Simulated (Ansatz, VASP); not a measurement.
# CdTe: VASP beside Ansatz

```
Te Cd
1.0
     0.00000    3.20500    3.20500
     3.20500    0.00000    3.20500
     3.20500    3.20500    0.00000
Te Cd
1 1
Cartesian
  4.8075 4.8075 4.8075
  0.0000 0.0000 0.0000
```

Alike in both runs: task relaxation of cell and atoms; functional HSE06; k mesh 4 × 4 × 4; occupations fermi-dirac, width 0.05 eV; no spin polarisation.

|  | VASP | Ansatz |
| --- | --- | --- |
| version | VASP 6.6.1 | Ansatz 0.2.0 |
| potentials or method | VASP PAW PBE potentials, release 64 (Te, Cd) | Ansatz PAW |
| plane-wave cutoff (eV) | 600 | 420 |
| valence electrons in the cell | 18 | 36 |

Ansatz gave:

- gap on the k mesh at the Fermi level, each at its own relaxed structure (eV): 1.51
- relaxed volume (Å³/atom): 35.50
- relaxed length of the cell vector where the two differ most in proportion (Å): 4.648

Which values does VASP return?

gap on the k mesh at the Fermi level, each at its own relaxed structure (eV): 1.43; relaxed volume (Å³/atom): 35.48; relaxed length of the cell vector where the two differ most in proportion (Å): 4.647.

VASP's potentials hold 18 valence electrons a cell and Ansatz's 36, so a difference there can come from the potentials and not from the codes.

The k mesh is coarse, so the values compare programs but aren't converged. Spin-orbit coupling is off throughout. Noted on Ansatz's run: the plane-wave basis is chosen anew once the cell has moved, so the energies of steps on either side of that aren't comparable.
